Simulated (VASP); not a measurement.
# TiC in VASP: notebook, part 2 of 2

VASP 6.6.1. The steps go on from the part before.

## Step 3: Single point, PBE

This run uses another cell than the first one: it holds 14 atoms, not 6.

The input, INCAR:

```
ALGO = Normal
DIPOL = 0.5 0.5 0.500
EDIFF = 1E-6
ENCUT = 520
GGA = PE
IDIPOL = 3
ISIF = 2
ISMEAR = 0
LASPH = T
LCHARG = F
LDIPOL = T
LREAL = F
LWAVE = F
NBANDS = 69
NELM = 100
PREC = Accurate
SIGMA = 0.1
```

The input, KPOINTS:

```
k-points
0
Gamma
  11 11 1
```

The input, POSCAR:

```
TiC
1.0
    3.0637674445      0.0000000000      0.0000000000
    0.0000000000      3.0637674445      0.0000000000
    0.0000000000      0.0000000000     27.9984644158
Ti C
7 7
Direct
    0.5000000000      0.5000000000      0.2678718336
    0.0000000000      0.0000000000      0.3452478890
    0.5000000000      0.5000000000      0.4226239445
    0.0000000000      0.0000000000      0.5000000000
    0.5000000000      0.5000000000      0.5773760555
    0.0000000000      0.0000000000      0.6547521110
    0.5000000000      0.5000000000      0.7321281664
    0.0000000000      0.0000000000      0.2678718336
    0.5000000000      0.5000000000      0.3452478890
    0.0000000000      0.0000000000      0.4226239445
    0.5000000000      0.5000000000      0.5000000000
    0.0000000000      0.0000000000      0.5773760555
    0.5000000000      0.5000000000      0.6547521110
    0.0000000000      0.0000000000      0.7321281664
```

Potentials or basis: VASP PAW PBE potentials, release 64 (Ti_sv, C).

The run is started by

```sh
$ cat potpaw_PBE.64/Ti_sv/POTCAR potpaw_PBE.64/C/POTCAR > POTCAR
$ mpirun -np 1 vasp_std > vasp.out
```

OUTCAR:

```text
EDIFF = 1E-6
   ENCUT = 520
   GGA = PE
   ISIF = 2
   ISMEAR = 0
   LASPH = T
   LREAL = F
   NELM = 100
   PREC = Accurate

 ion  position               nearest neighbor table
   1  0.500  0.500  0.268-   9 2.17   8 2.17   8 2.17   8 2.17   8 2.17
   2  0.000  0.000  0.345-   8 2.17   9 2.17   9 2.17   9 2.17   9 2.17  10 2.17
   3  0.500  0.500  0.423-  10 2.17  10 2.17  10 2.17  10 2.17  11 2.17   9 2.17
   4  0.000  0.000  0.500-  11 2.17  11 2.17  11 2.17  11 2.17  12 2.17  10 2.17
   5  0.500  0.500  0.577-  12 2.17  12 2.17  12 2.17  12 2.17  11 2.17  13 2.17
   6  0.000  0.000  0.655-  14 2.17  13 2.17  13 2.17  13 2.17  13 2.17  12 2.17
   7  0.500  0.500  0.732-  13 2.17  14 2.17  14 2.17  14 2.17  14 2.17
   8  0.000  0.000  0.268-   2 2.17   1 2.17   1 2.17   1 2.17   1 2.17
   9  0.500  0.500  0.345-   1 2.17   2 2.17   2 2.17   2 2.17   2 2.17   3 2.17
  10  0.000  0.000  0.423-   3 2.17   3 2.17   3 2.17   3 2.17   4 2.17   2 2.17
  11  0.500  0.500  0.500-   4 2.17   4 2.17   4 2.17   4 2.17   5 2.17   3 2.17
  12  0.000  0.000  0.577-   5 2.17   5 2.17   5 2.17   5 2.17   4 2.17   6 2.17
  13  0.500  0.500  0.655-   7 2.17   6 2.17   6 2.17   6 2.17   6 2.17   5 2.17
  14  0.000  0.000  0.732-   6 2.17   7 2.17   7 2.17   7 2.17   7 2.17

  LATTYP: Found a simple tetragonal cell.
 ALAT       =     3.0637674445
 C/A-ratio  =     9.1385736427

  Lattice vectors:

 A1 = (   3.0637674445,   0.0000000000,   0.0000000000)
 A2 = (   0.0000000000,   3.0637674445,   0.0000000000)
 A3 = (   0.0000000000,   0.0000000000,  27.9984644158)

Analysis of symmetry for initial positions (statically):
=====================================================================
 Subroutine PRICEL returns:
 Original cell was already a primitive cell.

 Routine SETGRP: Setting up the symmetry group for a
 simple tetragonal supercell.

 Subroutine GETGRP returns: Found 16 space group operations
 (whereof 16 operations were pure point group operations)
 out of a pool of 16 trial point group operations.

The static configuration has the point symmetry D_4h.

Analysis of symmetry for dynamics (positions and initial velocities):
=====================================================================
 Subroutine PRICEL returns:
 Original cell was already a primitive cell.

 Routine SETGRP: Setting up the symmetry group for a
 simple tetragonal supercell.

 Subroutine GETGRP returns: Found 16 space group operations
 (whereof 16 operations were pure point group operations)
 out of a pool of 16 trial point group operations.

The dynamic configuration has the point symmetry D_4h.

 Subroutine INISYM returns: Found 16 space group operations
 (whereof 16 operations are pure point group operations),
 and found     1 'primitive' translations

----------------------------------------------------------------------------------------

                                     Primitive cell

  volume of cell :     262.8124

  direct lattice vectors                    reciprocal lattice vectors
     3.063767444  0.000000000  0.000000000     0.326395530  0.000000000  0.000000000
     0.000000000  3.063767444  0.000000000     0.000000000  0.326395530  0.000000000
     0.000000000  0.000000000 27.998464416     0.000000000  0.000000000  0.035716244

  length of vectors
     3.063767444  3.063767444 27.998464416     0.326395530  0.326395530  0.035716244

  position of ions in fractional coordinates (direct lattice)
     0.500000000  0.500000000  0.267871834
     0.000000000  0.000000000  0.345247889
[... 96 lines left out ...]
   NELM   =    100;   NELMIN=  2; NELMDL= -5     # of ELM steps
   EDIFF  = 0.1E-05   stopping-criterion for ELM
   LREAL  =      F    real-space projection
   EDIFFG = 0.1E-04   stopping-criterion for IOM
   NSW    =      0    number of steps for IOM
   IBRION =     -1    ionic relax: 0-MD 1-quasi-New 2-CG
   NFREE  =      0    steps in history (QN), initial steepest desc. (CG)
   ISIF   =      2    stress and relaxation
   ISYM   =      2    0-nonsym 1-usesym 2-fastsym
   POTIM  = 0.5000    time-step for ionic-motion
   TEBEG  =    0.0;   TEEND  =   0.0 temperature during run
   PSTRESS=    0.0 pullay stress
   NELECT =     112.0000    total number of electrons
   NUPDOWN=      -1.0000    fix difference up-down
   EMIN   =  10.00;   EMAX   =-10.00  energy-range for DOS
   EFERMI =   0.00;   METHOD = LEGACY
   ISMEAR =     0;   SIGMA  =   0.10  broadening in eV -4-tet -1-fermi 0-gaus
   EFERMI_NEDOS =   21; number of points for ismear=-14 and -15
   IALGO  =     38    algorithm
   IMIX   =      4    mixing-type and parameters
     AMIX     =   0.40;   BMIX     =  1.00
     AMIX_MAG =   1.60;   BMIX_MAG =  1.00
  volume/ion in A,a.u.               =      18.77       126.68
  Fermi-wavevector in a.u.,A,eV,Ry     =   1.231967  2.328079 20.650127  1.517741
  Thomas-Fermi vector in A             =   2.366755
   LORBIT       =      0    0 simple, 1 ext, 2 COOP (PROOUT), +10 PAW based schemes
   GGA     = PE    functional components
   LHFCALC =     F    Hartree Fock is set to
   AEXX    =    0.0000 exact exchange contribution
   IVDW    =     0    specifies the selected vdW correction
   LEPSILON=     F    determine dielectric tensor
   LRPA    =     F    only Hartree local field effects (RPA)
 non-spin polarized calculation
 Gauss-broadening in eV      SIGMA  =   0.10
  energy-cutoff  :      520.00
  volume of cell :      262.81
 maximum number of plane-waves:      7136
 NGX is ok and might be reduce to    24
   NGX = 11   NGY = 11   NGZ =105

 dipolmoment           0.000000      0.000000      0.000000 electrons x Angstroem

 number of electron     112.0000040 magnetization

 dipolmoment           0.000000      0.000000     -0.000000 electrons x Angstroem

 Free energy of the ion-electron system (eV)
  ---------------------------------------------------
  ext. energy  EPLUGINS =         0.00000000
  ---------------------------------------------------
  free energy    TOTEN  =      -128.91273505 eV

  energy without entropy =     -128.90088932  energy(sigma->0) =     -128.90681218

 E-fermi :   3.1944     XC(G=0):  -7.5375

 val. band max:        3.1836180315   @ k =   0.4545   0.3636   0.0000
 cond. band min:       3.2183708861   @ k =   0.0000   0.0000   0.0000
 fundamental gap:      0.0347528546
 Fermi energy:         3.1943804876

 k-point     1 :       0.0000    0.0000    0.0000
  band No.  band energies     occupation
      1     -53.3903      2.00000
      2     -53.3900      2.00000
      3     -53.3652      2.00000
      4     -53.3381      2.00000
      5     -53.3099      2.00000
      6     -53.2840      2.00000
[... 1480 lines left out ...]
     67       6.2281      0.00000
     68       6.3263      0.00000
 [bands above 68 left out]

------------------------ aborting loop because EDIFF is reached ----------------------------------------

 vacuum level on the upper side and lower side of the slab       (xc-potential included)        -0.146        -0.146

  FORCE on cell =-STRESS in cart. coord.  units (eV):
  Direction    XX          YY          ZZ          XY          YZ          ZX
  --------------------------------------------------------------------------------------
  -------------------------------------------------------------------------------------
  Total       -4.4009823     -4.4009823     -2.2089592      0.0000000     -0.0000000      0.0000000
  in kB      -26.8296124    -26.8296124    -13.4664295      0.0000000     -0.0000000      0.0000000
  external PRESSURE =     -22.3752181 kB  Pullay stress =       0.0000000 kB

 VOLUME and BASIS-vectors are now :
 -----------------------------------------------------------------------------
  energy-cutoff  :      520.00
  volume of cell :      262.81
      direct lattice vectors                 reciprocal lattice vectors
     3.063767444  0.000000000  0.000000000     0.326395530  0.000000000  0.000000000
     0.000000000  3.063767444  0.000000000     0.000000000  0.326395530  0.000000000
     0.000000000  0.000000000 27.998464416     0.000000000  0.000000000  0.035716244

 POSITION                                       TOTAL-FORCE (eV/Angst)
 -----------------------------------------------------------------------------------
      1.53188      1.53188      7.50000        -0.000000      0.000000      1.442713
      0.00000      0.00000      9.66641        -0.000000     -0.000000      0.255286
      1.53188      1.53188     11.83282        -0.000000     -0.000000      0.102479
      0.00000      0.00000     13.99923        -0.000000     -0.000000     -0.000000
      1.53188      1.53188     16.16564         0.000000     -0.000000     -0.102479
      0.00000      0.00000     18.33205        -0.000000     -0.000000     -0.255286
      1.53188      1.53188     20.49846        -0.000000      0.000000     -1.442713
      0.00000      0.00000      7.50000        -0.000000     -0.000000     -0.976571
      1.53188      1.53188      9.66641        -0.000000     -0.000000     -0.672222
      0.00000      0.00000     11.83282        -0.000000     -0.000000     -0.171239
      1.53188      1.53188     13.99923        -0.000000     -0.000000     -0.000000
      0.00000      0.00000     16.16564        -0.000000     -0.000000      0.171239
      1.53188      1.53188     18.33205        -0.000000      0.000000      0.672222
      0.00000      0.00000     20.49846        -0.000000     -0.000000      0.976571
 -----------------------------------------------------------------------------------
    total drift:                                0.000000     -0.000000     -0.000000

  FREE ENERGIE OF THE ION-ELECTRON SYSTEM (eV)
  ---------------------------------------------------
  free  energy   TOTEN  =      -128.9127350497 eV

  energy  without entropy=     -128.9008893194  energy(sigma->0) =     -128.90681218

 vacuum level on the upper side and lower side of the slab         7.215         7.215
```

It took 25 min on 1 thread of Intel Xeon 8259CL, shared host; peak memory 0.51 GiB.

What came out:

```yaml
Free_energy: -128.9127 eV
Largest_force: 1.443 eV/Å
Band_gap_on_the_k_mesh: zero (bands 56 and 57 overlap by 0.56 eV)
```

Forces on the atoms (eV/Å):
```
Ti   0.000  0.000  1.443
Ti   0.000  0.000  0.255
Ti   0.000  0.000  0.102
Ti   0.000  0.000  0.000
Ti   0.000  0.000 -0.102
Ti   0.000  0.000 -0.255
Ti   0.000  0.000 -1.443
C    0.000  0.000 -0.977
C    0.000  0.000 -0.672
C    0.000  0.000 -0.171
C    0.000  0.000  0.000
C    0.000  0.000  0.171
C    0.000  0.000  0.672
C    0.000  0.000  0.977
```

## Step 4: Single point, PBE

This run uses another cell than the first one: it holds 14 atoms, not 6.

The input, INCAR:

```
PREC = Accurate
ENCUT = 520
EDIFF = 1E-6
ISMEAR = 0
SIGMA = 0.1
LREAL = F
LASPH = T
NELM = 80
ALGO = Normal
ISIF = 2
LWAVE = F
LCHARG = F
LDIPOL = T
IDIPOL = 3
DIPOL = 0.5 0.5 0.500
GGA = PE
NBANDS = 69
```

The input, KPOINTS:

```
Automatic mesh
0
Gamma
  11 11 1
```

The input, POSCAR:

```
TiC
1.0
    3.0637674445      0.0000000000      0.0000000000
    0.0000000000      3.0637674445      0.0000000000
    0.0000000000      0.0000000000     27.9984644158
Ti C
7 7
Direct
    0.5000000000      0.5000000000      0.2707017157
    0.0000000000      0.0000000000      0.3460518251
    0.5000000000      0.5000000000      0.4229313922
    0.0000000000      0.0000000000      0.5000000017
    0.5000000000      0.5000000000      0.5770686106
    0.0000000000      0.0000000000      0.6539481745
    0.5000000000      0.5000000000      0.7292982814
    0.0000000000      0.0000000000      0.2666121224
    0.5000000000      0.5000000000      0.3448626893
    0.0000000000      0.0000000000      0.4223044638
    0.5000000000      0.5000000000      0.5000000020
    0.0000000000      0.0000000000      0.5776955392
    0.5000000000      0.5000000000      0.6551373085
    0.0000000000      0.0000000000      0.7333878735
```

The run is started by

```sh
$ cat potpaw_PBE.64/Ti_sv/POTCAR potpaw_PBE.64/C/POTCAR > POTCAR
$ mpirun -np 1 vasp_std > vasp.out
```

Run time: 27 min. Hardware: 1 thread of Intel Xeon 8259CL, shared host; peak memory 0.5 GiB.

It converged, with:

| Item | Value |
| --- | --- |
| Free energy | -129.0805 eV |
| Largest force | 0.009 eV/Å |
| Band gap on the k mesh | zero (bands 56 and 57 overlap by 0.78 eV) |

Forces on the atoms (eV/Å):
```
Ti   0.000  0.000 -0.005
Ti   0.000  0.000 -0.003
Ti   0.000  0.000  0.001
Ti   0.000  0.000  0.000
Ti   0.000  0.000 -0.001
Ti   0.000  0.000  0.003
Ti   0.000  0.000  0.005
C    0.000  0.000 -0.009
C    0.000  0.000  0.001
C    0.000  0.000  0.001
C    0.000  0.000  0.000
C    0.000  0.000 -0.001
C    0.000  0.000 -0.001
C    0.000  0.000  0.009
```

Levels at points of the mesh, in eV from the Fermi level:
| k point | band 52 | band 53 | band 54 | band 55 | band 56 | band 57 | band 58 | band 59 | band 60 | band 61 |
| --- | --- | --- | --- | --- | --- | --- | --- | --- | --- | --- |
| (0.00, 0.00, 0.00) | -0.05 | -0.04 | -0.04 | 0.16 | 0.27 | 0.27 | 0.57 | 0.66 | 0.66 | 0.74 |

## Step 5: The runs side by side

| task | cell | gap on the mesh (eV) | largest force (eV/Å) |
| --- | --- | --- | --- |
| relaxation of the atoms | atoms relaxed from a = 3.064, b = 3.064, c = 19.333 Å, 6 atoms, atomic positions A | none | 0.02 |
| single point | a = 3.064, b = 3.064, c = 27.998 Å, 14 atoms, atomic positions B | none | 1.44 |
| single point | a = 3.064, b = 3.064, c = 27.998 Å, 14 atoms, atomic positions C | none | 0.01 |

Alike in all rows: level PBE; potentials or basis VASP PAW PBE potentials, release 64 (Ti_sv, C); no spin polarisation; k mesh 11 × 11 × 1; cutoff (eV) 520; smearing gaussian 0.1 eV.

Absolute energies hang on the potentials; compare differences alone.

The gap in the log of VASP goes by the Fermi energy; the results here count the filled bands.